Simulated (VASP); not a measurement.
# NiO (Fm-3m) in VASP: notebook

NiO is run at these levels: PBE+U; tasks: single point.

All numbers are computed with VASP 6.6.1; they aren't measurements. Logs are shortened: lines on timing, memory, paths and dates and some standing lists are left out, and cuts for length are marked.

## (1) The cell of the first run

It takes space group Fm-3m (No. 225, cubic). The conventional cell has a = 4.268 Å, b = 4.268 Å, c = 4.268 Å, α = 90.00°, β = 90.00°, γ = 90.00°. Ni (site symmetry m-3m) has 6 O at 2.13 Å within 2.8 Å. Within 2.8 Å of O (site symmetry m-3m) lie 6 Ni at 2.13 Å.

## (2) Single point, PBE+U, collinear spin, ferromagnetic start

Input file INCAR:

```
SYSTEM = NiO
PREC = Accurate
ENCUT = 520
EDIFF = 1E-6
ISMEAR = 0
SIGMA = 0.05
LREAL = .False.
LASPH = .True.
NELM = 150
ALGO = Normal
ISIF = 2
LWAVE = .False.
LCHARG = .False.
ISPIN = 2
MAGMOM = 1.91 0.21
LORBIT = 11
LMAXMIX = 4
LDAU = .True.
LDAUTYPE = 2
LDAUL = 2 -1
LDAUU = 6.2 0
LDAUJ = 0 0
LDAUPRINT = 1
GGA = PE
NBANDS = 19
```

Input file KPOINTS:

```
regular mesh
0
Gamma
  10 10 10
  0 0 0
```

Input file POSCAR:

```
NiO
1.0
    0.0000000000      2.1338354365      2.1338354365
    2.1338354365      0.0000000000      2.1338354365
    2.1338354365      2.1338354365      0.0000000000
Ni O
1 1
Direct
    0.0000000000      0.0000000000      0.0000000000
    0.5000000000      0.5000000000      0.5000000000
```

Potentials or basis: VASP PAW PBE potentials, release 64 (Ni, O).

On the command line:

```bash
$ cat potpaw_PBE.64/Ni/POTCAR potpaw_PBE.64/O/POTCAR > POTCAR
$ mpirun -np 1 vasp_std > vasp.out
```

OUTCAR:

```text
SYSTEM = NiO
   PREC = Accurate
   ENCUT = 520
   EDIFF = 1E-6
   ISMEAR = 0
   LREAL = .False.
   LASPH = .True.
   NELM = 150
   ISIF = 2
   ISPIN = 2
   LORBIT = 11
   GGA = PE

 ion  position               nearest neighbor table
   1  0.000  0.000  0.000-   2 2.13   2 2.13   2 2.13   2 2.13   2 2.13   2 2.13
   2  0.500  0.500  0.500-   1 2.13   1 2.13   1 2.13   1 2.13   1 2.13   1 2.13

  LATTYP: Found a face centered cubic cell.
 ALAT       =     4.2676708730

  Lattice vectors:

 A1 = (   0.0000000000,   2.1338354365,   2.1338354365)
 A2 = (   2.1338354365,   0.0000000000,   2.1338354365)
 A3 = (   2.1338354365,   2.1338354365,   0.0000000000)

Analysis of symmetry for initial positions (statically):
=====================================================================
 Subroutine PRICEL returns:
 Original cell was already a primitive cell.

 Routine SETGRP: Setting up the symmetry group for a
 face centered cubic supercell.

 Subroutine GETGRP returns: Found 48 space group operations
 (whereof 48 operations were pure point group operations)
 out of a pool of 48 trial point group operations.

The static configuration has the point symmetry O_h .

Analysis of symmetry for dynamics (positions and initial velocities):
=====================================================================
 Subroutine PRICEL returns:
 Original cell was already a primitive cell.

 Routine SETGRP: Setting up the symmetry group for a
 face centered cubic supercell.

 Subroutine GETGRP returns: Found 48 space group operations
 (whereof 48 operations were pure point group operations)
 out of a pool of 48 trial point group operations.

The dynamic configuration has the point symmetry O_h .

Analysis of structural, dynamic, and magnetic symmetry:
=====================================================================
 Subroutine PRICEL returns:
 Original cell was already a primitive cell.

 Routine SETGRP: Setting up the symmetry group for a
 face centered cubic supercell.

 Subroutine GETGRP returns: Found 48 space group operations
 (whereof 48 operations were pure point group operations)
 out of a pool of 48 trial point group operations.

The overall configuration has the point symmetry O_h .

 Subroutine INISYM returns: Found 48 space group operations
 (whereof 48 operations are pure point group operations),
 and found     1 'primitive' translations

----------------------------------------------------------------------------------------

                                     Primitive cell

  volume of cell :      19.4318

  direct lattice vectors                    reciprocal lattice vectors
     0.000000000  2.133835437  2.133835437    -0.234319850  0.234319850  0.234319850
     2.133835437  0.000000000  2.133835437     0.234319850 -0.234319850  0.234319850
     2.133835437  2.133835437  0.000000000     0.234319850  0.234319850 -0.234319850

  length of vectors
     3.017699014  3.017699014  3.017699014     0.405853886  0.405853886  0.405853886

  position of ions in fractional coordinates (direct lattice)
     0.000000000  0.000000000  0.000000000
     0.500000000  0.500000000  0.500000000

  ion indices of the primitive-cell ions
   primitive index   ion index
                 1           1
                 2           2

----------------------------------------------------------------------------------------

 KPOINTS: regular mesh

Automatic generation of k-mesh.
 Grid dimensions read from file:
 generate k-points for:   10   10   10

 Generating k-lattice:

  Cartesian coordinates                     Fractional coordinates (reciprocal lattice)
    -0.023431985  0.023431985  0.023431985     0.100000000  0.000000000  0.000000000
     0.023431985 -0.023431985  0.023431985     0.000000000  0.100000000  0.000000000
     0.023431985  0.023431985 -0.023431985     0.000000000  0.000000000  0.100000000

  Length of vectors
     0.040585389  0.040585389  0.040585389

  Shift w.r.t. Gamma in fractional coordinates (k-lattice)
     0.000000000  0.000000000  0.000000000

 Subroutine IBZKPT returns following result:
 ===========================================

 Found     47 irreducible k-points:

 Following reciprocal coordinates:
            Coordinates               Weight
  0.000000  0.000000  0.000000      1.000000
  0.100000  0.000000  0.000000      8.000000
  0.200000  0.000000  0.000000      8.000000
  0.300000  0.000000  0.000000      8.000000
  0.400000  0.000000  0.000000      8.000000
  0.500000  0.000000  0.000000      4.000000
[... 16 lines left out ...]
  0.300000  0.300000  0.000000      6.000000
  0.400000  0.300000  0.000000     24.000000
 [... further k-points ...]
   k-points           NKPTS =     47   k-points in BZ     NKDIM =     47   number of bands    NBANDS=     19
   number of dos      NEDOS =    301   number of ions     NIONS =      2
   total plane-waves  NPLWV =  13824
   dimension x,y,z NGX =    24 NGY =   24 NGZ =   24
   dimension x,y,z NGXF=    48 NGYF=   48 NGZF=   48
   ions per type =               1   1
   NGX,Y,Z   is equivalent  to a cutoff of  13.22, 13.22, 13.22 a.u.
   NGXF,Y,Z  is equivalent  to a cutoff of  26.44, 26.44, 26.44 a.u.
 SYSTEM =  NiO
   PREC   = accura    normal or accurate (medium, high low for compatibility)
   ISTART =      0    job   : 0-new  1-cont  2-samecut
   ICHARG =      2    charge: 1-file 2-atom 10-const
   ISPIN  =      2    spin polarized calculation?
   LNONCOLLINEAR =      F non collinear calculations
   LSORBIT =      F    spin-orbit coupling
   LASPH  =      T    aspherical Exc in radial PAW
   ENCUT  =  520.0 eV  38.22 Ry    6.18 a.u.   5.61  5.61  5.61*2*pi/ulx,y,z
   NELM   =    150;   NELMIN=  2; NELMDL= -5     # of ELM steps
   EDIFF  = 0.1E-05   stopping-criterion for ELM
   LREAL  =      F    real-space projection
   EDIFFG = 0.1E-04   stopping-criterion for IOM
   NSW    =      0    number of steps for IOM
   IBRION =     -1    ionic relax: 0-MD 1-quasi-New 2-CG
   NFREE  =      0    steps in history (QN), initial steepest desc. (CG)
   ISIF   =      2    stress and relaxation
   ISYM   =      2    0-nonsym 1-usesym 2-fastsym
   POTIM  = 0.5000    time-step for ionic-motion
   TEBEG  =    0.0;   TEEND  =   0.0 temperature during run
   PSTRESS=    0.0 pullay stress
   NELECT =      16.0000    total number of electrons
   NUPDOWN=      -1.0000    fix difference up-down
   EMIN   =  10.00;   EMAX   =-10.00  energy-range for DOS
   EFERMI =   0.00;   METHOD = LEGACY
   ISMEAR =     0;   SIGMA  =   0.05  broadening in eV -4-tet -1-fermi 0-gaus
   EFERMI_NEDOS =   21; number of points for ismear=-14 and -15
   IALGO  =     38    algorithm
   IMIX   =      4    mixing-type and parameters
     AMIX     =   0.40;   BMIX     =  1.00
     AMIX_MAG =   1.60;   BMIX_MAG =  1.00
  volume/ion in A,a.u.               =       9.72        65.57
  Fermi-wavevector in a.u.,A,eV,Ry     =   1.534419  2.899631 32.034114  2.354441
  Thomas-Fermi vector in A             =   2.641349
   LORBIT       =     11    0 simple, 1 ext, 2 COOP (PROOUT), +10 PAW based schemes
 LDA+U is selected, type is set to LDAUTYPE =  2
   angular momentum for each species LDAUL =     2   -1
   U (eV)           for each species LDAUU =   6.2  0.0
   J (eV)           for each species LDAUJ =   0.0  0.0
   GGA     = PE    functional components
   LHFCALC =     F    Hartree Fock is set to
   AEXX    =    0.0000 exact exchange contribution
   IVDW    =     0    specifies the selected vdW correction
   LEPSILON=     F    determine dielectric tensor
   LRPA    =     F    only Hartree local field effects (RPA)
 spin polarized calculation
 Gauss-broadening in eV      SIGMA  =   0.05
  energy-cutoff  :      520.00
  volume of cell :       19.43
 maximum number of plane-waves:       544
 NGX is ok and might be reduce to    24
   NGX = 11   NGY = 11   NGZ = 11

atom =   1  type =  1  l = 2

 onsite density matrix

spin component  1

  0.9818 -0.0000 -0.0000  0.0000  0.0000
 -0.0000  0.9818  0.0000 -0.0000 -0.0000
 -0.0000  0.0000  1.0279  0.0000  0.0000
  0.0000 -0.0000  0.0000  0.9818 -0.0000
  0.0000 -0.0000  0.0000 -0.0000  1.0279

spin component  2

  0.9805  0.0000 -0.0000  0.0000  0.0000
  0.0000  0.9805  0.0000 -0.0000 -0.0000
 -0.0000  0.0000  0.1273 -0.0000  0.0000
  0.0000 -0.0000 -0.0000  0.9805  0.0000
  0.0000 -0.0000  0.0000  0.0000  0.1273

 occupancies and eigenvectors

  o =  0.1273  v =  0.0000  0.0000  0.0000  0.0000  0.0000  0.0000 -0.0000  0.9995 -0.0000 -0.0330      0.0000  0.0000  0.0000  0.0000  0.0000  0.0000  0.0000  0.0000  0.0000  0.0000
  o =  0.1273  v =  0.0000  0.0000  0.0000  0.0000  0.0000  0.0000  0.0000 -0.0330 -0.0000 -0.9995      0.0000  0.0000  0.0000  0.0000  0.0000  0.0000  0.0000  0.0000  0.0000  0.0000
  o =  0.9805  v =  0.0000  0.0000  0.0000  0.0000  0.0000  0.0000 -0.9610 -0.0000  0.2764  0.0000      0.0000  0.0000  0.0000  0.0000  0.0000  0.0000  0.0000  0.0000  0.0000  0.0000
  o =  0.9805  v =  0.0000  0.0000  0.0000  0.0000  0.0000  0.0000 -0.2764 -0.0000 -0.9610  0.0000      0.0000  0.0000  0.0000  0.0000  0.0000  0.0000  0.0000  0.0000  0.0000  0.0000
  o =  0.9805  v =  0.0000  0.0000  0.0000  0.0000  0.0000  1.0000  0.0000  0.0000  0.0000  0.0000      0.0000  0.0000  0.0000  0.0000  0.0000  0.0000  0.0000  0.0000  0.0000  0.0000
  o =  0.9818  v =  0.0000  0.9881  0.0000  0.1537 -0.0000  0.0000  0.0000  0.0000  0.0000  0.0000      0.0000  0.0000  0.0000  0.0000  0.0000  0.0000  0.0000  0.0000  0.0000  0.0000
  o =  0.9818  v =  0.0000  0.1537  0.0000 -0.9881  0.0000  0.0000  0.0000  0.0000  0.0000  0.0000      0.0000  0.0000  0.0000  0.0000  0.0000  0.0000  0.0000  0.0000  0.0000  0.0000
  o =  0.9818  v =  1.0000  0.0000  0.0000  0.0000  0.0000  0.0000  0.0000  0.0000  0.0000  0.0000      0.0000  0.0000  0.0000  0.0000  0.0000  0.0000  0.0000  0.0000  0.0000  0.0000
  o =  1.0279  v =  0.0000  0.0000  0.0123  0.0000  0.9999  0.0000  0.0000  0.0000  0.0000  0.0000      0.0000  0.0000  0.0000  0.0000  0.0000  0.0000  0.0000  0.0000  0.0000  0.0000
  o =  1.0279  v =  0.0000 -0.0000  0.9999  0.0000 -0.0123  0.0000  0.0000  0.0000  0.0000  0.0000      0.0000  0.0000  0.0000  0.0000  0.0000  0.0000  0.0000  0.0000  0.0000  0.0000

 number of electron      16.0000009 magnetization       1.9999982

 Free energy of the ion-electron system (eV)
  ---------------------------------------------------
  ext. energy  EPLUGINS =         0.00000000
  ---------------------------------------------------
  free energy    TOTEN  =       -10.14181255 eV

  energy without entropy =      -10.14181255  energy(sigma->0) =      -10.14181255

 E-fermi :   6.1876     XC(G=0): -12.2721

 val. band max:        5.9303339952   @ k =   0.5000   0.0000   0.0000
 cond. band min:       8.2902584198   @ k =   0.0000   0.0000   0.0000
 fundamental gap:      2.3599244246
 Fermi energy:         6.1875898371

 spin component 1

 k-point     1 :       0.0000    0.0000    0.0000
  band No.  band energies     occupation
      1     -12.3611      1.00000
      2      -0.1244      1.00000
      3      -0.1244      1.00000
      4       0.9891      1.00000
      5       0.9892      1.00000
      6       0.9892      1.00000
[... 11 lines left out ...]
     18      28.9360      0.00000
     19      28.9361      0.00000
[... 485 lines left out ...]
 k-point    24 :       0.4000    0.3000    0.0000
  band No.  band energies     occupation
      1     -11.3826      1.00000
      2      -0.8081      1.00000
      3      -0.0951      1.00000
      4       0.4827      1.00000
      5       1.2295      1.00000
      6       1.4201      1.00000
[... 11 lines left out ...]
     18      37.7359      0.00000
     19      37.8023      0.00000

 [... further k-points ...]

 spin component 2

 k-point     1 :       0.0000    0.0000    0.0000
  band No.  band energies     occupation
      1     -12.0697      1.00000
      2       1.9890      1.00000
      3       1.9895      1.00000
      4       1.9897      1.00000
      5       5.0776      1.00000
      6       5.0776      1.00000
[... 11 lines left out ...]
     18      34.3128      0.00000
     19      34.3131      0.00000
[... 485 lines left out ...]
 k-point    24 :       0.4000    0.3000    0.0000
  band No.  band energies     occupation
      1     -10.8609      1.00000
      2       1.0832      1.00000
      3       1.5001      1.00000
      4       2.3217      1.00000
      5       2.6092      1.00000
      6       4.2255      1.00000
[... 11 lines left out ...]
     18      38.4228      0.00000
     19      38.4547      0.00000

 [... further k-points ...]
[... 5 lines left out ...]
  --------------------------------------------------------------------------------------
  -------------------------------------------------------------------------------------
  Total       -0.9973788     -0.9973788     -0.9973788      0.0000000     -0.0000000      0.0000000
  in kB      -82.2352349    -82.2352349    -82.2352349      0.0000000     -0.0000000      0.0000000
  external PRESSURE =     -82.2352349 kB  Pullay stress =       0.0000000 kB

 VOLUME and BASIS-vectors are now :
 -----------------------------------------------------------------------------
  energy-cutoff  :      520.00
  volume of cell :       19.43
      direct lattice vectors                 reciprocal lattice vectors
     0.000000000  2.133835437  2.133835437    -0.234319850  0.234319850  0.234319850
     2.133835437  0.000000000  2.133835437     0.234319850 -0.234319850  0.234319850
     2.133835437  2.133835437  0.000000000     0.234319850  0.234319850 -0.234319850

 POSITION                                       TOTAL-FORCE (eV/Angst)
 -----------------------------------------------------------------------------------
      0.00000      0.00000      0.00000         0.000000      0.000000      0.000000
      2.13384      2.13384      2.13384        -0.000000     -0.000000     -0.000000
 -----------------------------------------------------------------------------------
    total drift:                                0.000000     -0.000000     -0.000000

  FREE ENERGIE OF THE ION-ELECTRON SYSTEM (eV)
  ---------------------------------------------------
  free  energy   TOTEN  =       -10.1418125485 eV

  energy  without entropy=      -10.1418125485  energy(sigma->0) =      -10.14181255

 total charge

# of ion       s       p       d       tot
------------------------------------------
    1        0.326   0.378   8.172   8.877
    2        1.548   3.449   0.000   4.997
--------------------------------------------------
tot          1.874   3.827   8.172  13.874

 magnetization (x)

# of ion       s       p       d       tot
------------------------------------------
    1        0.012   0.012   1.803   1.827
    2        0.016   0.147   0.000   0.163
--------------------------------------------------
tot          0.028   0.159   1.803   1.990
```

Run time: 24 s. Hardware: 1 thread of Intel Xeon Platinum 8488C (Sapphire Rapids), shared host; peak memory 0.16 GiB.

What came out:

```
Free energy                                           : -10.1418 eV
Pressure                                              : -8.2 GPa
Band gap on the k mesh                                : 2.36 eV, indirect (least direct gap 3.14 eV)
Net moment                                            : 2.00 μB per cell
Site moments                                          : Ni +1.83; O +0.16 μB
Valence electrons inside the program's atomic spheres : Ni 8.88; O 5.00
```

Eigenvalues of the final occupation matrices:
| site | spin | trace | eigenvalues |
| --- | --- | --- | --- |
| site 1 d | 1 | 5.00 | 0.98 0.98 0.98 1.03 1.03 |
| site 1 d | 2 | 3.20 | 0.13 0.13 0.98 0.98 0.98 |

Caveat: a cell with one magnetic atom can't hold antiferromagnetic order, which such compounds often take.

## (3) Single point, PBE+U, collinear spin, ferromagnetic start

Input file INCAR:

```
SYSTEM = NiO
PREC = Accurate ; ENCUT = 520
EDIFF = 1E-6 ; ISMEAR = 0
SIGMA = 0.05 ; LREAL = .FALSE.
LASPH = .TRUE. ; NELM = 150
ALGO = Normal ; ISIF = 2
LWAVE = .FALSE. ; LCHARG = .FALSE.
ISPIN = 2 ; MAGMOM = 0.5 0
LORBIT = 11 ; LMAXMIX = 4
LDAU = .TRUE. ; LDAUTYPE = 2
LDAUL = 2 -1 ; LDAUU = 6.2 0
LDAUJ = 0 0 ; LDAUPRINT = 1
GGA = PE ; NBANDS = 19
```

Input file KPOINTS:

```
Automatic mesh
0
G
  10 10 10
  0 0 0
```

POSCAR is that of step 2.

Potentials or basis: VASP PAW PBE potentials, release 64 (Ni, O).

On the command line:

```bash
$ cat potpaw_PBE.64/Ni/POTCAR potpaw_PBE.64/O/POTCAR > POTCAR
$ mpirun -np 1 vasp_std > vasp.out
```

Wall time 31 s (1 thread of Intel Xeon Platinum 8488C (Sapphire Rapids), shared host); peak memory 0.16 GiB.

It converged, with:

```yaml
Free_energy: -10.1418 eV
Pressure: -8.3 GPa
Band_gap_on_the_k_mesh: 2.36 eV, indirect (least direct gap 3.14 eV)
Net_moment: 2.00 μB per cell
Site_moments: Ni +1.83; O +0.16 μB
Valence_electrons_inside_the_program's_atomic_spheres: Ni 8.88; O 5.00
```

Levels at points of the mesh, in eV from the valence-band top:
Spin up:
```csv
k point,band 5,band 6,band 7,band 8,band 9,band 10,band 11,band 12,band 13,band 14
"(0.00, 0.00, 0.00)",-4.94,-4.94,-1.18,-1.18,-1.18,2.36,17.57,17.57,17.57,18.77
"(0.50, 0.00, 0.00)",-4.51,-4.51,-3.11,0.00,0.00,6.59,10.54,14.57,14.57,20.14
"(0.50, 0.50, 0.00)",-5.02,-4.22,-4.22,-2.46,-2.46,6.63,11.38,11.51,17.00,17.00
```
Spin down:
| k point | band 4 | band 5 | band 6 | band 7 | band 8 | band 9 | band 10 | band 11 |
| --- | --- | --- | --- | --- | --- | --- | --- | --- |
| (0.00, 0.00, 0.00) | -3.94 | -0.85 | -0.85 | -0.85 | 2.62 | 2.62 | 2.71 | 17.82 |
| (0.50, 0.00, 0.00) | -3.89 | -2.24 | -1.79 | -1.79 | 4.73 | 4.73 | 6.76 | 10.99 |
| (0.50, 0.50, 0.00) | -3.15 | -3.15 | -2.15 | -2.15 | 3.03 | 3.37 | 7.27 | 11.65 |

Eigenvalues of the final occupation matrices:
```csv
site,spin,trace,eigenvalues
site 1 d,1,5.00,0.98 0.98 0.98 1.03 1.03
site 1 d,2,3.20,0.13 0.13 0.98 0.98 0.98
```

Caveat: a cell with one magnetic atom can't hold antiferromagnetic order, which such compounds often take. A k mesh can miss the band edges.

(Continued in part 2 of 2.)
